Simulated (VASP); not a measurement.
Ba: single point with PBEsol

Ba:

```
Ba
1.0
     4.31161    0.00000    0.00000
    -2.15581    3.73397    0.00000
     0.00000    0.00000    3.91341
Ba
1
Direct
  0.00000 0.00000 0.00000
```

This isn't the form of Ba at room conditions, which is bcc.

- Program: VASP 6.6.1
- Task: single point
- Functional: PBEsol
- Potentials or basis: VASP PAW PBE potentials, release 64 (Ba_sv)
- Cutoff: 520 eV
- k mesh: 8 × 8 × 8
- Occupations: fermi-dirac, width 0.05 eV
- Spin: no spin polarisation
- Dipole correction: no
- Further INCAR settings: ALGO = Normal; EDIFF = 1e-06; NBANDS = 11

```json
{
  "Pressure": "-0.6 GPa",
  "Band gap on the k mesh": "zero (bands 5 and 6 overlap by 0.23 eV)"
}
```

Stress tensor (GPa, compression positive):
```
-0.87  0.00  0.00
 0.00 -0.87  0.00
 0.00  0.00 -0.18
```

Levels at points of the mesh, in eV from the Fermi level:
```csv
k point,band 2,band 3,band 4,band 5,band 6,band 7,band 8,band 9
"(0.00, 0.00, 0.00)",-14.03,-14.03,-13.92,-2.76,0.04,1.64,1.64,4.84
"(0.50, 0.00, 0.00)",-14.52,-14.14,-13.87,-1.00,0.34,0.95,2.91,4.41
"(0.00, 0.00, 0.50)",-14.68,-13.95,-13.95,-0.87,0.69,2.23,2.23,2.54
"(0.50, 0.00, 0.50)",-14.59,-14.41,-14.06,-0.86,0.19,1.77,3.35,3.59
```

Run time: 27 s on 1 thread of AMD EPYC 7R43 64-Core Processor (Zen 3), with other jobs on the host, peak memory 0.16 GiB.

Caveat: the PAW data sets were made with another functional, which shifts forces and pressure a little; spin-orbit coupling is left out, which moves the levels of the heavy elements.
